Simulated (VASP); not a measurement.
# Tl (P6_3/mmc) in VASP: a series of runs, part 2 of 2

VASP 6.6.1. Earlier steps stand in the parts before.

## Step 4: Single point, PBE+D3(BJ) (25.83 Å³/atom)

This run uses another cell than the first one, of 25.83 Å³/atom.

File INCAR:

```
SYSTEM = Tl
PREC = Accurate
ENCUT = 520
EDIFF = 1E-6
ISMEAR = 0
SIGMA = 0.1
LREAL = .False.
LASPH = .True.
NELM = 100
ALGO = Normal
ISIF = 2
LWAVE = .False.
LCHARG = .False.
GGA = PE
IVDW = 12
NBANDS = 34
```

File KPOINTS:

```
Automatic mesh
0
Gamma
  15 15 4
  0 0 0
```

File POSCAR:

```
Tl
1.0
    3.3121233450      0.0000000000      0.0000000000
   -1.6560616725      2.8683829572      0.0000000000
    0.0000000000      0.0000000000     10.8765062302
Tl
4
Direct
    0.0000000000      0.0000000000      0.0000000000
    0.3333333333      0.6666666667      0.2500000000
    0.0000000000      0.0000000000      0.5000000000
    0.6666666667      0.3333333333      0.7500000000
```

Started as:

```sh
$ cat potpaw_PBE.64/Tl_d/POTCAR > POTCAR
$ mpirun -np 1 vasp_std > vasp.out
```

It took 1.9 min on 1 thread of Intel Xeon 6975P-C (Granite Rapids), shared host; peak memory 0.37 GiB.

Results (log left out):

| Quantity | Value |
| --- | --- |
| Free energy | -9.9056 eV |
| Pressure | 5.9 GPa |
| Band gap on the k mesh | zero (bands 26 and 27 overlap by 4.82 eV) |
| Dispersion energy per atom | -0.381 eV |

Levels at points of the mesh, in eV from the Fermi level:
```tsv
k point	band 24	band 25	band 26	band 27	band 28	band 29
(0.00, 0.00, 0.00)	-5.33	-3.37	3.30	3.31	9.02	9.02
(0.00, 0.00, 0.50)	-7.28	-0.72	-0.72	7.77	7.77	9.32
```

Caveat: the cell stands under pressure; spin-orbit coupling is left out, which moves the levels of the heavy elements.

## Step 5: Single point, PBE+D3(BJ) (26.71 Å³/atom)

This run uses another cell than the first one, of 26.71 Å³/atom.

INCAR, as its differences from that of step 4:

```diff
@@ -3,3 +3,3 @@
 ENCUT = 520
-EDIFF = 1E-6
+EDIFF = 1E-7
 ISMEAR = 0
@@ -9,3 +9,3 @@
 NELM = 100
-ALGO = Normal
+ALGO = Fast
 ISIF = 2
```

KPOINTS is that of step 4.

File POSCAR:

```
Tl
1.0
    3.3493413292      0.0000000000      0.0000000000
   -1.6746706646      2.9006146770      0.0000000000
    0.0000000000      0.0000000000     10.9987243951
Tl
4
Direct
    0.0000000000      0.0000000000      0.0000000000
    0.3333333333      0.6666666667      0.2500000000
    0.0000000000      0.0000000000      0.5000000000
    0.6666666667      0.3333333333      0.7500000000
```

Potentials or basis: VASP PAW PBE potentials, release 64 (Tl_d).

Started as:

```sh
$ cat potpaw_PBE.64/Tl_d/POTCAR > POTCAR
$ mpirun -np 1 vasp_std > vasp.out
```

OUTCAR:

```text
SYSTEM = Tl
   PREC = Accurate
   ENCUT = 520
   EDIFF = 1E-7
   ISMEAR = 0
   LREAL = .False.
   LASPH = .True.
   NELM = 100
   ISIF = 2
   GGA = PE
   IVDW = 12
 IVDW          = 12

 ion  position               nearest neighbor table
   1  0.000  0.000  0.000-   2 3.36   4 3.36   2 3.36   4 3.36   4 3.36   2 3.36
   2  0.333  0.667  0.250-   1 3.36   3 3.36   1 3.36   3 3.36   1 3.36   3 3.36
   3  0.000  0.000  0.500-   2 3.36   4 3.36   2 3.36   4 3.36   4 3.36   2 3.36
   4  0.667  0.333  0.750-   1 3.36   3 3.36   1 3.36   3 3.36   1 3.36   3 3.36

  LATTYP: Found a hexagonal cell.
 ALAT       =     3.3493413292
 C/A-ratio  =     3.2838469759

  Lattice vectors:

 A1 = (   3.3493413292,   0.0000000000,   0.0000000000)
 A2 = (  -1.6746706646,   2.9006146770,   0.0000000000)
 A3 = (   0.0000000000,   0.0000000000,  10.9987243951)

Analysis of symmetry for initial positions (statically):
=====================================================================
 Subroutine PRICEL returns:
 Original cell was already a primitive cell.

 Routine SETGRP: Setting up the symmetry group for a
 hexagonal supercell.

 Subroutine GETGRP returns: Found 24 space group operations
 (whereof 12 operations were pure point group operations)
 out of a pool of 24 trial point group operations.
[... 175 lines left out ...]
 fundamental gap:      0.0252896732
 Fermi energy:         7.3078575782

 k-point     1 :       0.0000    0.0000    0.0000
  band No.  band energies     occupation
      1      -4.6732      2.00000
      2      -4.5269      2.00000
      3      -4.5088      2.00000
      4      -4.4034      2.00000
      5      -4.3969      2.00000
      6      -4.3969      2.00000
[... 877 lines left out ...]
     33      11.3341      0.00000
     34      12.3946      0.00000

 [... further k-points ...]

------------------------ aborting loop because EDIFF is reached ----------------------------------------

 Edisp (eV)   -1.47179

 E8    (eV) :    -0.7704

  FORCE on cell =-STRESS in cart. coord.  units (eV):
  Direction    XX          YY          ZZ          XY          YZ          ZX
  --------------------------------------------------------------------------------------
  -------------------------------------------------------------------------------------
  Total       2.63640     2.63640     2.64124     0.00000     0.00000     0.00000
  in kB      39.53027    39.53027    39.60287     0.00000     0.00000     0.00000
  external pressure =       39.55 kB  Pullay stress =        0.00 kB

 VOLUME and BASIS-vectors are now :
 -----------------------------------------------------------------------------
  energy-cutoff  :      520.00
  volume of cell :      106.85
      direct lattice vectors                 reciprocal lattice vectors
     3.349341329  0.000000000  0.000000000     0.298566166  0.172377256  0.000000000
    -1.674670665  2.900614677  0.000000000     0.000000000  0.344754513  0.000000000
     0.000000000  0.000000000 10.998724395     0.000000000  0.000000000  0.090919634

 POSITION                                       TOTAL-FORCE (eV/Angst)
 -----------------------------------------------------------------------------------
      0.00000      0.00000      0.00000         0.000000      0.000000     -0.000000
     -0.00000      1.93374      2.74968        -0.000000      0.000000      0.000000
      0.00000      0.00000      5.49936         0.000000      0.000000     -0.000000
      1.67467      0.96687      8.24904         0.000000      0.000000     -0.000000
 -----------------------------------------------------------------------------------
    total drift:                                0.000000     -0.000000      0.000000

  FREE ENERGIE OF THE ION-ELECTRON SYSTEM (eV)
  ---------------------------------------------------
  free  energy   TOTEN  =       -10.0155500243 eV

  energy  without entropy=      -10.0076511370  energy(sigma->0) =      -10.01160058
```

OSZICAR:

```text
N       E                     dE             d eps       ncg     rms          rms(c)
DAV:   1     0.302017639218E+03    0.30202E+03   -0.28014E+04  5548   0.145E+03
DAV:   2    -0.103429635213E+01   -0.30305E+03   -0.29733E+03  6026   0.336E+02
DAV:   3    -0.860657659454E+01   -0.75723E+01   -0.74828E+01  6200   0.450E+01
DAV:   4    -0.867284344337E+01   -0.66267E-01   -0.66206E-01  6018   0.410E+00
DAV:   5    -0.867367876605E+01   -0.83532E-03   -0.83530E-03  6078   0.509E-01    0.559E+00
RMM:   6    -0.856456182910E+01    0.10912E+00   -0.19310E-01  5532   0.241E+00    0.377E+00
RMM:   7    -0.854879999244E+01    0.15762E-01   -0.15798E-01  5647   0.230E+00    0.768E-01
RMM:   8    -0.854374783650E+01    0.50522E-02   -0.25126E-02  5675   0.825E-01    0.625E-02
RMM:   9    -0.854377082579E+01   -0.22989E-04   -0.41651E-04  6213   0.147E-01    0.218E-02
RMM:  10    -0.854376376143E+01    0.70644E-05   -0.61856E-05  6015   0.454E-02    0.711E-03
RMM:  11    -0.854376422160E+01   -0.46018E-06   -0.11169E-05  6222   0.210E-02    0.373E-03
RMM:  12    -0.854376372706E+01    0.49454E-06   -0.26455E-06  5940   0.852E-03    0.741E-04
RMM:  13    -0.854376368703E+01    0.40028E-07   -0.57633E-07  4469   0.426E-03
   1 F= -.10015550E+02 E0= -.10011601E+02  d E =-.789889E-02
```

It took 3.1 min on 1 thread of Intel Xeon Platinum 8488C (Sapphire Rapids), shared host; peak memory 0.38 GiB.

What came out:

| Quantity | Value |
| --- | --- |
| Free energy | -10.0156 eV |
| Pressure | 4.0 GPa |
| Band gap on the k mesh | zero (bands 26 and 27 overlap by 4.64 eV) |
| Dispersion energy per atom | -0.368 eV |

Caveat: the cell stands under pressure; spin-orbit coupling is left out, which moves the levels of the heavy elements.

## Step 6: Single point, PBE+D3(BJ) (28.47 Å³/atom)

This run uses another cell than the first one, of 28.47 Å³/atom.

INCAR, as its differences from that of step 5:

```diff
@@ -12,5 +12,7 @@
 LWAVE = .False.
-LCHARG = .False.
+LCHARG = .True.
 GGA = PE
 IVDW = 12
+LELF = .True.
+LVHAR = .True.
 NBANDS = 34
```

KPOINTS is that of step 5.

File POSCAR:

```
Tl
1.0
    3.4213921592      0.0000000000      0.0000000000
   -1.7106960796      2.9630125262      0.0000000000
    0.0000000000      0.0000000000     11.2353282956
Tl
4
Direct
    0.0000000000      0.0000000000      0.0000000000
    0.3333333333      0.6666666667      0.2500000000
    0.0000000000      0.0000000000      0.5000000000
    0.6666666667      0.3333333333      0.7500000000
```

Potentials or basis: VASP PAW PBE potentials, release 64 (Tl_d).

Started as:

```sh
$ cat potpaw_PBE.64/Tl_d/POTCAR > POTCAR
$ mpirun -np 1 vasp_std > vasp.out
```

Run time: 3.8 min. Hardware: 1 thread of Intel Xeon Platinum 8488C (Sapphire Rapids), shared host; peak memory 0.39 GiB.

It converged, with:

* Free energy: -10.1251 eV
* Pressure: 1.0 GPa
* Band gap on the k mesh: zero (bands 26 and 27 overlap by 4.30 eV)
* Dispersion energy per atom: -0.344 eV

Levels at points of the mesh, in eV from the Fermi level:
```tsv
k point	band 23	band 24	band 25	band 26	band 27	band 28	band 29	band 30
(0.00, 0.00, 0.00)	-8.66	-5.36	-2.93	3.00	3.01	8.34	8.34	9.28
(0.00, 0.00, 0.50)	-6.94	-6.94	-0.68	-0.68	7.17	7.17	8.61	8.61
```

Caveat: spin-orbit coupling is left out, which moves the levels of the heavy elements.

## Step 7: Summary

```csv
task,cell,k mesh,cutoff (eV),gap on the mesh (eV),pressure (GPa)
single point,"a = 3.456, b = 3.456, c = 11.463 Å, angles 90.0, 90.0, 120.0°, 4 atoms",18 × 18 × 6,520,none,-0.4
relaxation of cell and atoms,"relaxed to 15 GPa from a = 3.194, b = 3.194, c = 10.483 Å, angles 90.0, 90.0, 120.0°, 4 atoms",15 × 15 × 4,600,none,15.0
single point,"a = 3.312, b = 3.312, c = 10.877 Å, angles 90.0, 90.0, 120.0°, 4 atoms",15 × 15 × 4,520,none,5.9
single point,"a = 3.349, b = 3.349, c = 10.999 Å, angles 90.0, 90.0, 120.0°, 4 atoms",15 × 15 × 4,520,none,4.0
single point,"a = 3.421, b = 3.421, c = 11.235 Å, angles 90.0, 90.0, 120.0°, 4 atoms",15 × 15 × 4,520,none,1.0
```

Alike in all rows: level PBE+D3(BJ); potentials or basis VASP PAW PBE potentials, release 64 (Tl_d); no spin polarisation; smearing gaussian 0.1 eV.

Caveats: spin-orbit coupling is left out, which moves the levels of the heavy elements; the cell stands under pressure (at least some runs); the cell is relaxed towards a set pressure, so the run minimises the enthalpy, not the energy (at least some runs).

Absolute energies hang on the potentials; compare differences alone.
